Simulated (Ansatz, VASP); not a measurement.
**Two plane-wave programs on Cu**

File INCAR:

```
SYSTEM = Cu
PREC = Accurate ; ENCUT = 520
EDIFF = 1E-6 ; ISMEAR = 0
SIGMA = 0.15 ; LREAL = .FALSE.
LASPH = .TRUE. ; NELM = 100
ALGO = Normal ; ISIF = 2
LWAVE = .FALSE. ; LCHARG = .FALSE.
GGA = CA ; NBANDS = 12
```

Contents of KPOINTS:

```
Automatic mesh
0
G
  22 22 22
  0 0 0
```

File POSCAR:

```
Cu
1.0
   -1.3917000000      1.3917000000      1.2740500000
    1.3917000000     -1.3917000000      1.2740500000
    1.3917000000      1.3917000000     -1.2740500000
Cu
1
Direct
    0.0000000000      0.0000000000      0.0000000000
```

Input for Ansatz:

```yaml
crystal:
  lattice:
    - [-1.3917, 1.3917, 1.27405]
    - [1.3917, -1.3917, 1.27405]
    - [1.3917, 1.3917, -1.27405]
  atoms:
    - { symbol: Cu, position: [0.0, 0.0, 0.0] }
basis:
  ecutwfc: 520.0
kpoints:
  mp_grid: { grid: [22, 22, 22] }
hamiltonian:
  xc: lda
  pseudopotentials: { kind: paw, azcp: { folder: soft_1 } }
scf:
  occupations: { method: gaussian, width: 0.15 }
output:
  forces: true
  stress: true
  eigenvalues: true
```

Alike in both runs: task single point; functional LDA; k mesh 22 × 22 × 22; occupations gaussian, width 0.15 eV; no spin polarisation.

|  | VASP | Ansatz |
| --- | --- | --- |
| version | VASP 6.6.1 | Ansatz 0.2.0 |
| potentials or method | VASP PAW LDA potentials, release 64 (Cu), cutoff 520 eV | scalar-relativistic, plane waves, PAW |
| valence electrons in the cell | 11 | 19 |

|  | VASP | Ansatz | Ansatz less VASP |
| --- | --- | --- | --- |
| gap on the k mesh at the Fermi level (eV) | none | none | - |
| pressure (GPa) | 25.6 | 24.6 | -1.03 |
| traceless stress, the component that is largest in VASP (GPa) | 1.31 | 1.26 | -0.049 |

Ansatz warns that its potentials were made for another functional, while VASP's fit it. LDA's correlation is that of Perdew and Zunger in VASP and of Perdew and Wang (1992) in Ansatz. A gap of «none» marks a metal or a gap that the smearing closes. VASP's potentials hold 11 valence electrons a cell and Ansatz's 19, so a difference there can come from the potentials and not from the codes.
